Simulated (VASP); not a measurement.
# MoS2 (P6_3/mmc) in VASP: further runs

MoS2 is run at these levels: RPBE, PBE; tasks: single point.

Program: VASP 6.6.1. These are calculated values, not measurements. Logs are shortened: lines on timing, memory, paths and dates and some standing lists are left out, and cuts for length are marked.

## Step 1: The cell of the first run

The structure is hexagonal, space group P6_3/mmc (No. 194). The conventional cell has a = 3.169 Å, b = 3.169 Å, c = 12.324 Å, α = 90.00°, β = 90.00°, γ = 120.00°. Within 3.2 Å of Mo (site symmetry -6m2) lie 6 S at 2.41 Å and 6 Mo at 3.17 Å. S (site symmetry 3m) has 3 Mo at 2.41 Å and 7 S at 3.13 to 3.17 Å within 3.2 Å.

## Step 2: Single point, RPBE

Contents of INCAR:

```
PREC = Accurate
ENCUT = 520
EDIFF = 1E-7
ISMEAR = 0
SIGMA = 0.02
LREAL = False
LASPH = True
NELM = 60
ALGO = Normal
ISIF = 2
LWAVE = False
LCHARG = False
GGA = RP
NBANDS = 35
```

Contents of KPOINTS:

```
regular mesh
0
Gamma
  10 10 3
```

Contents of POSCAR:

```
MoS2
1.0
    3.1690000000      0.0000000000      0.0000000000
   -1.5845000000      2.7444345046      0.0000000000
    0.0000000000      0.0000000000     12.3240000000
Mo S
2 4
Direct
    0.6666666667      0.3333333333      0.7500000000
    0.3333333333      0.6666666667      0.2500000000
    0.6666666667      0.3333333333      0.3770000000
    0.3333333333      0.6666666667      0.8770000000
    0.6666666667      0.3333333333      0.1230000000
    0.3333333333      0.6666666667      0.6230000000
```

Potentials or basis: VASP PAW PBE potentials, release 64 (Mo_sv, S).

On the command line:

```console
> cat potpaw_PBE.64/Mo_sv/POTCAR potpaw_PBE.64/S/POTCAR > POTCAR
> mpirun -np 1 vasp_std > vasp.out
```

OUTCAR:

```text
PREC = Accurate
   ENCUT = 520
   EDIFF = 1E-7
   ISMEAR = 0
   LREAL = False
   LASPH = True
   NELM = 60
   ISIF = 2
   GGA = RP

 ion  position               nearest neighbor table
   1  0.667  0.333  0.750-   4 2.41   6 2.41   4 2.41   6 2.41   4 2.41   6 2.41
   2  0.333  0.667  0.250-   3 2.41   5 2.41   3 2.41   5 2.41   3 2.41   5 2.41
   3  0.667  0.333  0.377-   2 2.41   2 2.41   2 2.41
   4  0.333  0.667  0.877-   1 2.41   1 2.41   1 2.41
   5  0.667  0.333  0.123-   2 2.41   2 2.41   2 2.41
   6  0.333  0.667  0.623-   1 2.41   1 2.41   1 2.41

  LATTYP: Found a hexagonal cell.
 ALAT       =     3.1690000000
 C/A-ratio  =     3.8889239508

  Lattice vectors:

 A1 = (   3.1690000000,   0.0000000000,   0.0000000000)
 A2 = (  -1.5845000000,   2.7444345046,   0.0000000000)
 A3 = (   0.0000000000,   0.0000000000,  12.3240000000)

Analysis of symmetry for initial positions (statically):
=====================================================================
 Subroutine PRICEL returns:
 Original cell was already a primitive cell.

 Routine SETGRP: Setting up the symmetry group for a
 hexagonal supercell.

 Subroutine GETGRP returns: Found 24 space group operations
 (whereof 12 operations were pure point group operations)
 out of a pool of 24 trial point group operations.

The static configuration has the point symmetry D_3d.
 The point group associated with its full space group is D_6h.

Analysis of symmetry for dynamics (positions and initial velocities):
=====================================================================
 Subroutine PRICEL returns:
 Original cell was already a primitive cell.

 Routine SETGRP: Setting up the symmetry group for a
 hexagonal supercell.

 Subroutine GETGRP returns: Found 24 space group operations
 (whereof 12 operations were pure point group operations)
 out of a pool of 24 trial point group operations.

The dynamic configuration has the point symmetry D_3d.
 The point group associated with its full space group is D_6h.

 Subroutine INISYM returns: Found 24 space group operations
 (whereof 12 operations are pure point group operations),
 and found     1 'primitive' translations

----------------------------------------------------------------------------------------

                                     Primitive cell

  volume of cell :     107.1832

  direct lattice vectors                    reciprocal lattice vectors
     3.169000000  0.000000000  0.000000000     0.315556958  0.182186895  0.000000000
    -1.584500000  2.744434505  0.000000000     0.000000000  0.364373789  0.000000000
     0.000000000  0.000000000 12.324000000     0.000000000  0.000000000  0.081142486

  length of vectors
     3.169000000  3.169000000 12.324000000     0.364373789  0.364373789  0.081142486

  position of ions in fractional coordinates (direct lattice)
     0.666666667  0.333333333  0.750000000
     0.333333333  0.666666667  0.250000000
     0.666666667  0.333333333  0.377000000
     0.333333333  0.666666667  0.877000000
     0.666666667  0.333333333  0.123000000
     0.333333333  0.666666667  0.623000000

  ion indices of the primitive-cell ions
   primitive index   ion index
                 1           1
                 2           2
                 3           3
                 4           4
                 5           5
                 6           6

----------------------------------------------------------------------------------------

 KPOINTS: regular mesh

Automatic generation of k-mesh.
 Grid dimensions read from file:
 generate k-points for:   10   10    3

 Generating k-lattice:

  Cartesian coordinates                     Fractional coordinates (reciprocal lattice)
     0.031555696  0.018218689  0.000000000     0.100000000 -0.000000000  0.000000000
     0.000000000  0.036437379  0.000000000     0.000000000  0.100000000  0.000000000
     0.000000000  0.000000000  0.027047495     0.000000000  0.000000000  0.333333333

  Length of vectors
     0.036437379  0.036437379  0.027047495

  Shift w.r.t. Gamma in fractional coordinates (k-lattice)
     0.000000000  0.000000000  0.000000000

 Subroutine IBZKPT returns following result:
 ===========================================

 Found     28 irreducible k-points:

 Following reciprocal coordinates:
            Coordinates               Weight
  0.000000  0.000000  0.000000      1.000000
  0.100000 -0.000000  0.000000      6.000000
  0.200000 -0.000000  0.000000      6.000000
  0.300000  0.000000  0.000000      6.000000
  0.400000 -0.000000  0.000000      6.000000
  0.500000  0.000000  0.000000      3.000000
[... 16 lines left out ...]
  0.300000  0.100000  0.333333     24.000000
  0.400000  0.100000  0.333333     24.000000
 [... further k-points ...]
   k-points           NKPTS =     28   k-points in BZ     NKDIM =     28   number of bands    NBANDS=     35
   number of dos      NEDOS =    301   number of ions     NIONS =      6
   total plane-waves  NPLWV =  55296
   dimension x,y,z NGX =    24 NGY =   24 NGZ =   96
   dimension x,y,z NGXF=    48 NGYF=   48 NGZF=  192
   ions per type =               2   4
   NGX,Y,Z   is equivalent  to a cutoff of  12.59, 12.59, 12.95 a.u.
   NGXF,Y,Z  is equivalent  to a cutoff of  25.18, 25.18, 25.90 a.u.
 SYSTEM =  unknown system
   PREC   = accura    normal or accurate (medium, high low for compatibility)
   ISTART =      0    job   : 0-new  1-cont  2-samecut
   ICHARG =      2    charge: 1-file 2-atom 10-const
   ISPIN  =      1    spin polarized calculation?
   LNONCOLLINEAR =      F non collinear calculations
   LSORBIT =      F    spin-orbit coupling
   LASPH  =      T    aspherical Exc in radial PAW
   ENCUT  =  520.0 eV  38.22 Ry    6.18 a.u.   5.89  5.89 22.91*2*pi/ulx,y,z
   NELM   =     60;   NELMIN=  2; NELMDL= -5     # of ELM steps
   EDIFF  = 0.1E-06   stopping-criterion for ELM
   LREAL  =      F    real-space projection
   EDIFFG = 0.1E-05   stopping-criterion for IOM
   NSW    =      0    number of steps for IOM
   IBRION =     -1    ionic relax: 0-MD 1-quasi-New 2-CG
   NFREE  =      0    steps in history (QN), initial steepest desc. (CG)
   ISIF   =      2    stress and relaxation
   ISYM   =      2    0-nonsym 1-usesym 2-fastsym
   POTIM  = 0.5000    time-step for ionic-motion
   TEBEG  =    0.0;   TEEND  =   0.0 temperature during run
   PSTRESS=    0.0 pullay stress
   NELECT =      52.0000    total number of electrons
   NUPDOWN=      -1.0000    fix difference up-down
   EMIN   =  10.00;   EMAX   =-10.00  energy-range for DOS
   EFERMI =   0.00;   METHOD = LEGACY
   ISMEAR =     0;   SIGMA  =   0.02  broadening in eV -4-tet -1-fermi 0-gaus
   EFERMI_NEDOS =   21; number of points for ismear=-14 and -15
   IALGO  =     38    algorithm
   IMIX   =      4    mixing-type and parameters
     AMIX     =   0.40;   BMIX     =  1.00
     AMIX_MAG =   1.60;   BMIX_MAG =  1.00
  volume/ion in A,a.u.               =      17.86       120.55
  Fermi-wavevector in a.u.,A,eV,Ry     =   1.286373  2.430893 22.514325  1.654756
  Thomas-Fermi vector in A             =   2.418452
   LORBIT       =      0    0 simple, 1 ext, 2 COOP (PROOUT), +10 PAW based schemes
   GGA     = RP    functional components
   LHFCALC =     F    Hartree Fock is set to
   AEXX    =    0.0000 exact exchange contribution
   IVDW    =     0    specifies the selected vdW correction
   LEPSILON=     F    determine dielectric tensor
   LRPA    =     F    only Hartree local field effects (RPA)
 non-spin polarized calculation
 Gauss-broadening in eV      SIGMA  =   0.02
  energy-cutoff  :      520.00
  volume of cell :      107.18
 maximum number of plane-waves:      2908
 NGX is ok and might be reduce to    24
   NGX = 11   NGY = 11   NGZ = 45

 number of electron      51.9999997 magnetization

 Free energy of the ion-electron system (eV)
  ---------------------------------------------------
  ext. energy  EPLUGINS =         0.00000000
  ---------------------------------------------------
  free energy    TOTEN  =       -41.00135578 eV

  energy without entropy =      -41.00135578  energy(sigma->0) =      -41.00135578

 E-fermi :   7.7548     XC(G=0): -10.6684

 val. band max:        7.5607548144   @ k =   0.0000   0.0000   0.0000
 cond. band min:       8.5510715548   @ k =   0.2000   0.2000   0.0000
 fundamental gap:      0.9903167403
 Fermi energy:         7.7547615276

 k-point     1 :       0.0000    0.0000    0.0000
  band No.  band energies     occupation
      1     -53.9453      2.00000
      2     -53.9453      2.00000
      3     -28.0902      2.00000
      4     -28.0901      2.00000
      5     -27.8754      2.00000
      6     -27.8754      2.00000
[... 27 lines left out ...]
     34      10.0113      0.00000
     35      13.2146      0.00000

 k-point     2 :       0.1000   -0.0000    0.0000
  band No.  band energies     occupation
      1     -53.9415      2.00000
      2     -53.9415      2.00000
      3     -28.0828      2.00000
      4     -28.0827      2.00000
      5     -27.9132      2.00000
      6     -27.9132      2.00000
[... 27 lines left out ...]
     34       9.9817      0.00000
     35      13.9107      0.00000

 k-point     3 :       0.2000   -0.0000    0.0000
  band No.  band energies     occupation
      1     -53.9317      2.00000
      2     -53.9317      2.00000
      3     -28.0633      2.00000
      4     -28.0633      2.00000
      5     -28.0113      2.00000
      6     -28.0112      2.00000
[... 27 lines left out ...]
     34      10.5478      0.00000
     35      14.9751      0.00000

 k-point     4 :       0.3000    0.0000    0.0000
  band No.  band energies     occupation
      1     -53.9194      2.00000
      2     -53.9194      2.00000
      3     -28.1303      2.00000
      4     -28.1303      2.00000
      5     -28.0392      2.00000
      6     -28.0391      2.00000
[... 27 lines left out ...]
     34      11.0512      0.00000
     35      14.7523      0.00000

 k-point     5 :       0.4000   -0.0000    0.0000
  band No.  band energies     occupation
      1     -53.9095      2.00000
      2     -53.9095      2.00000
      3     -28.2251      2.00000
      4     -28.2251      2.00000
      5     -28.0196      2.00000
      6     -28.0196      2.00000
[... 638 lines left out ...]
 k-point    22 :       0.2000    0.1000    0.3333
  band No.  band energies     occupation
      1     -53.9237      2.00000
      2     -53.9237      2.00000
      3     -28.0803      2.00000
      4     -28.0803      2.00000
      5     -28.0475      2.00000
      6     -28.0475      2.00000
[... 27 lines left out ...]
     34      11.0662      0.00000
     35      15.3797      0.00000

 k-point    23 :       0.3000    0.1000    0.3333
  band No.  band energies     occupation
      1     -53.9126      2.00000
      2     -53.9126      2.00000
      3     -28.1802      2.00000
      4     -28.1802      2.00000
      5     -28.0257      2.00000
      6     -28.0256      2.00000
[... 27 lines left out ...]
     34      11.3922      0.00000
     35      14.4189      0.00000

 k-point    24 :       0.4000    0.1000    0.3333
  band No.  band energies     occupation
      1     -53.9057      2.00000
      2     -53.9057      2.00000
      3     -28.2412      2.00000
      4     -28.2412      2.00000
      5     -28.0121      2.00000
      6     -28.0121      2.00000
[... 27 lines left out ...]
     34      11.3490      0.00000
     35      13.5266      0.00000

 [... further k-points ...]

------------------------ aborting loop because EDIFF is reached ----------------------------------------

  FORCE on cell =-STRESS in cart. coord.  units (eV):
  Direction    XX          YY          ZZ          XY          YZ          ZX
  --------------------------------------------------------------------------------------
  -------------------------------------------------------------------------------------
  Total        2.8826865      2.8826865      3.1787350     -0.0000000     -0.0000000      0.0000000
  in kB       43.0904661     43.0904661     47.5158068     -0.0000000     -0.0000000      0.0000000
  external PRESSURE =      44.5655797 kB  Pullay stress =       0.0000000 kB

 VOLUME and BASIS-vectors are now :
 -----------------------------------------------------------------------------
  energy-cutoff  :      520.00
  volume of cell :      107.18
      direct lattice vectors                 reciprocal lattice vectors
     3.169000000  0.000000000  0.000000000     0.315556958  0.182186895  0.000000000
    -1.584500000  2.744434505  0.000000000     0.000000000  0.364373789  0.000000000
     0.000000000  0.000000000 12.324000000     0.000000000  0.000000000  0.081142486

 POSITION                                       TOTAL-FORCE (eV/Angst)
 -----------------------------------------------------------------------------------
      1.58450      0.91481      9.24300         0.000000      0.000000      0.000000
     -0.00000      1.82962      3.08100        -0.000000     -0.000000      0.000000
      1.58450      0.91481      4.64615        -0.000000      0.000000     -0.023775
     -0.00000      1.82962     10.80815         0.000000     -0.000000     -0.023775
      1.58450      0.91481      1.51585        -0.000000      0.000000      0.023775
     -0.00000      1.82962      7.67785         0.000000     -0.000000      0.023775
 -----------------------------------------------------------------------------------
    total drift:                               -0.000000      0.000000     -0.000000

  FREE ENERGIE OF THE ION-ELECTRON SYSTEM (eV)
  ---------------------------------------------------
  free  energy   TOTEN  =       -41.0013557825 eV

  energy  without entropy=      -41.0013557825  energy(sigma->0) =      -41.00135578
```

Run time: 88 s. Hardware: 1 thread of Intel Xeon Platinum 8488C (Sapphire Rapids), shared host; peak memory 0.26 GiB.

Results:

```yaml
Free_energy: -41.0014 eV
Pressure: 4.5 GPa
Largest_force: 0.024 eV/Å
Band_gap_on_the_k_mesh: 0.99 eV (least direct gap 1.87 eV)
```

Forces in eV/Å, atoms in the order of the input:
```
Mo   0.000  0.000  0.000
Mo   0.000  0.000  0.000
S    0.000  0.000 -0.024
S    0.000  0.000 -0.024
S    0.000  0.000  0.024
S    0.000  0.000  0.024
```

Stress tensor (GPa, compression positive):
```
4.31 0.00 0.00
0.00 4.31 0.00
0.00 0.00 4.75
```

Levels at points of the mesh, in eV from the valence-band top:
```csv
k point,band 23,band 24,band 25,band 26,band 27,band 28,band 29,band 30
"(0.00, 0.00, 0.00)",-2.11,-1.19,-1.10,0.00,2.12,2.12,2.15,2.15
"(0.50, 0.00, 0.00)",-1.72,-1.52,-1.38,-1.25,1.63,1.67,2.04,2.29
```

Caveat: the cell stands under pressure; the PAW data sets were made with another functional, which shifts forces and pressure a little; this functional lacks dispersion, which binds layers or chains, so the pressure and a relaxed spacing across them are unreliable.

## Step 3: Single point, PBE

Contents of INCAR:

```
ALGO     = Normal         # electronic algorithm
EDIFF    = 1E-6           # SCF threshold, eV
ENCUT    = 520            # plane-wave cutoff, eV
GGA      = PE             # functional
ISIF     = 2              # what is computed and relaxed
ISMEAR   = 0              # smearing method
LASPH    = T              # aspherical terms in the spheres
LCHARG   = F              # write CHGCAR
LREAL    = F              # projectors in reciprocal space
LWAVE    = F              # write WAVECAR
NBANDS   = 35             # bands
NELM     = 60             # most SCF steps
PREC     = Accurate       # precision mode
SIGMA    = 0.1            # smearing width, eV
```

Contents of KPOINTS:

```
k-points
0
Gamma
  10 10 3
```

POSCAR is that of step 2.

Potentials or basis: VASP PAW PBE potentials, release 64 (Mo_sv, S).

On the command line:

```console
> cat potpaw_PBE.64/Mo_sv/POTCAR potpaw_PBE.64/S/POTCAR > POTCAR
> mpirun -np 1 vasp_std > vasp.out
```

Wall time 76 s (1 thread of Intel Xeon Platinum 8488C (Sapphire Rapids), shared host); peak memory 0.26 GiB.

It converged, with:

* Free energy: -43.6142 eV
* Pressure: 1.8 GPa
* Largest force: 0.078 eV/Å
* Band gap on the k mesh: 0.94 eV (least direct gap 1.87 eV)

Forces in eV/Å, atoms in the order of the input:
```
Mo   0.000  0.000  0.000
Mo   0.000  0.000  0.000
S    0.000  0.000 -0.078
S    0.000  0.000 -0.078
S    0.000  0.000  0.078
S    0.000  0.000  0.078
```

Stress tensor (GPa, compression positive):
```
1.73 0.00 0.00
0.00 1.73 0.00
0.00 0.00 2.09
```

Levels at points of the mesh, in eV from the valence-band top:
```
           k point  band 22  band 23  band 24  band 25  band 26  band 27  band 28  band 29  band 30  band 31
(0.00, 0.00, 0.00)    -2.12    -2.12    -1.18    -1.14     0.00     2.11     2.11     2.14     2.14     2.27
(0.50, 0.00, 0.00)    -2.48    -1.72    -1.52    -1.39    -1.27     1.61     1.66     2.01     2.27     2.87
```

Caveat: this functional lacks dispersion, which binds layers or chains, so the pressure and a relaxed spacing across them are unreliable.
